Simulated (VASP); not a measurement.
Write the native input for VASP 6.6.1 that does the following.

* Task: single point
* Functional: r2SCAN
* Potentials or basis: VASP PAW PBE potentials, release 64 (Al, Ni)
* Cutoff: 520 eV
* k mesh: 10 × 10 × 9
* Occupations: fermi-dirac, width 0.1 eV
* Spin: collinear spin, ferromagnetic start
* Starting moments: [0.0, 1.0] μB
* Dipole correction: no
* Further INCAR settings: ALGO = Normal; EDIFF = 1e-06; NBANDS = 18

Crystal: AlNi.

```
CELL_PARAMETERS angstrom
1.96421 -1.97889 0.00000
1.96421 1.97889 0.00000
0.00000 0.00000 3.14022
ATOMIC_POSITIONS crystal
Al 0.00000 0.00000 0.00000
Ni 0.50000 0.50000 0.50000
```

One way to write it, as run:

POSCAR

```
AlNi
1.0
    1.9642060572     -1.9788929679      0.0000000000
    1.9642060572      1.9788929679      0.0000000000
    0.0000000000      0.0000000000      3.1402166915
Al Ni
1 1
Direct
    0.0000000000      0.0000000000      0.0000000000
    0.5000000000      0.5000000000      0.5000000000
```

INCAR.step1

```
SYSTEM = AlNi
ALGO     = Normal         ! electronic algorithm
EDIFF    = 1E-4           ! SCF threshold, eV
ENCUT    = 520            ! plane-wave cutoff, eV
GGA      = PE             ! functional
ISMEAR   = -1             ! smearing method
ISPIN    = 2              ! spin polarisation
LASPH    = .TRUE.         ! aspherical terms in the spheres
LCHARG   = .FALSE.        ! write CHGCAR
LMAXMIX  = 4              ! l up to which the mixer works
LREAL    = .FALSE.        ! projectors in reciprocal space
LWAVE    = .TRUE.         ! write WAVECAR
MAGMOM   = 0 1            ! initial moments
NBANDS   = 18             ! bands
NELM     = 150            ! most SCF steps
PREC     = Accurate       ! precision mode
SIGMA    = 0.1            ! smearing width, eV
```

INCAR.step2

```
SYSTEM = AlNi
ALGO     = Normal         ! electronic algorithm
EDIFF    = 1E-6           ! SCF threshold, eV
ENCUT    = 520            ! plane-wave cutoff, eV
ISIF     = 2              ! what is computed and relaxed
ISMEAR   = -1             ! smearing method
ISPIN    = 2              ! spin polarisation
ISTART   = 1            
LASPH    = .TRUE.         ! aspherical terms in the spheres
LCHARG   = .TRUE.         ! write CHGCAR
LELF     = .TRUE.         ! ELF
LMAXMIX  = 4              ! l up to which the mixer works
LMIXTAU  = .TRUE.       
LORBIT   = 11             ! projections on sites
LREAL    = .FALSE.        ! projectors in reciprocal space
LVHAR    = .TRUE.       
LWAVE    = .FALSE.        ! write WAVECAR
MAGMOM   = 0 1            ! initial moments
METAGGA  = R2SCAN         ! meta-GGA
NBANDS   = 18             ! bands
NELM     = 150            ! most SCF steps
PREC     = Accurate       ! precision mode
SIGMA    = 0.1            ! smearing width, eV
```

KPOINTS

```
k-points
0
G
  10 10 9
  0 0 0
```

Potentials or basis: VASP PAW PBE potentials, release 64 (Al, Ni).

Run with:

```console
$ cat potpaw_PBE.64/Al/POTCAR potpaw_PBE.64/Ni/POTCAR > POTCAR
$ cp INCAR.step1 INCAR
$ mpirun -np 1 vasp_std > vasp.out
$ cp INCAR.step2 INCAR
$ mpirun -np 1 vasp_std > vasp.out
```

It gave:

```yaml
Pressure: -5.8 GPa
Net_moment: 0.00 μB per cell
Valence_electrons_inside_the_program's_atomic_spheres: Al 0.80; Ni 9.47
```

Caveat: the PAW data sets were made with another functional, which shifts forces and pressure a little.

It took 3.2 min on 1 thread of Intel(R) Xeon(R) Platinum 8488C (Sapphire Rapids) (shared host), peak memory 0.23 GiB.
